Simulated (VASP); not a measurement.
NbSi, 2 atoms in the cell. It takes space group Pm-3m (No. 221, cubic). The conventional cell has a = 3.177 Å, b = 3.177 Å, c = 3.177 Å, α = 90.00°, β = 90.00°, γ = 90.00°. Within 3.6 Å of Nb (site symmetry m-3m) lie 8 Si at 2.75 Å and 6 Nb at 3.18 Å. Within 3.6 Å of Si (site symmetry m-3m) lie 8 Nb at 2.75 Å and 6 Si at 3.18 Å.  This cell differs from its parent crystal: volume scaled by 1.02.

```yaml
Program: VASP 6.6.1
Task: single point
Functional: PBE
Potentials_or_basis: VASP PAW PBE potentials, release 64 (Nb_sv, Si)
Cutoff: 520 eV
k_mesh: 8 × 8 × 8
Occupations: fermi-dirac, width 0.05 eV
Spin: no spin polarisation
Dipole_correction: no
Further_INCAR_settings: ALGO = Normal; EDIFF = 1e-06; NBANDS = 16
```

Potentials or basis: VASP PAW PBE potentials, release 64 (Nb_sv, Si).

Launch:

```bash
$ cat potpaw_PBE.64/Nb_sv/POTCAR potpaw_PBE.64/Si/POTCAR > POTCAR
$ mpirun -np 1 vasp_std > vasp.out
```

Hardware: 1 thread of Intel(R) Xeon(R) Platinum 8259CL CPU @ 2.50GHz (Skylake/Cascade Lake) (shared host).

Q: Estimate the wall time of this run.

A: It took 9.8 s on 1 thread of Intel(R) Xeon(R) Platinum 8259CL CPU @ 2.50GHz (Skylake/Cascade Lake) (shared host), peak memory 0.14 GiB. Counts: scf iterations 12, k points 35.
